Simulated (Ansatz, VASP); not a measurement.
# One calculation of LiCl, two programs

```
Li Cl
1.0
     0.00000    2.69481    2.69481
     2.69481    0.00000    2.69481
     2.69481    2.69481    0.00000
Li Cl
1 1
Direct
  0.00000 0.00000 0.00000
  0.50000 0.50000 0.50000
```

Alike in both runs: task single point; functional PBE; k mesh 6 × 6 × 6; occupations gaussian, width 0.1 eV; no spin polarisation.

|  | VASP | Ansatz |
| --- | --- | --- |
| version | VASP 6.6.1 | Ansatz 0.2.0 |
| potentials or method | VASP PAW PBE potentials, release 64 (Li_sv, Cl), cutoff 750 eV | scalar-relativistic, plane waves, PAW |
| valence electrons in the cell | 10 | 10 |

Ansatz gave:

```
gap on the k mesh at the Fermi level (eV) : 5.57
least direct gap on the mesh (eV)         : 5.57
pressure (GPa)                            : -3.2
```

Which values does VASP return?

gap on the k mesh at the Fermi level (eV): 5.57; least direct gap on the mesh (eV): 5.57; pressure (GPa): -3.3.
